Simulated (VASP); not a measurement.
Runs of VASP 6.6.1 on C. The structure is that of space group Fmmm (No. 69), or close to it. The cells are those of the table. 

```csv
task,cell,k mesh,smearing,gap on the mesh (eV),pressure (GPa)
single point,"a = 2.445, b = 2.445, c = 6.735 Å, angles 90.0, 90.0, 120.0°, 4 atoms",18 × 18 × 6,gaussian 0.1 eV,none,0.8
single point,"a = 2.443, b = 2.443, c = 6.595 Å, angles 90.0, 90.0, 120.0°, 4 atoms",18 × 18 × 6,fermi-dirac 0.15 eV,none,1.5
single point,"a = 2.446, b = 2.446, c = 6.851 Å, angles 90.0, 90.0, 120.0°, 4 atoms",18 × 18 × 6,fermi-dirac 0.15 eV,none,(a)
single point,"a = 2.445, b = 2.445, c = 6.723 Å, angles 90.0, 90.0, 120.0°, 4 atoms",18 × 18 × 6,fermi-dirac 0.15 eV,none,0.8
```

Alike in all rows: level LDA; potentials or basis VASP PAW LDA potentials, release 64 (C); no spin polarisation; cutoff (eV) 520.

Question: Estimate the missing entries.

Answer: (a) 0.3.

A gap of «none» marks levels without a gap at the run's occupations.
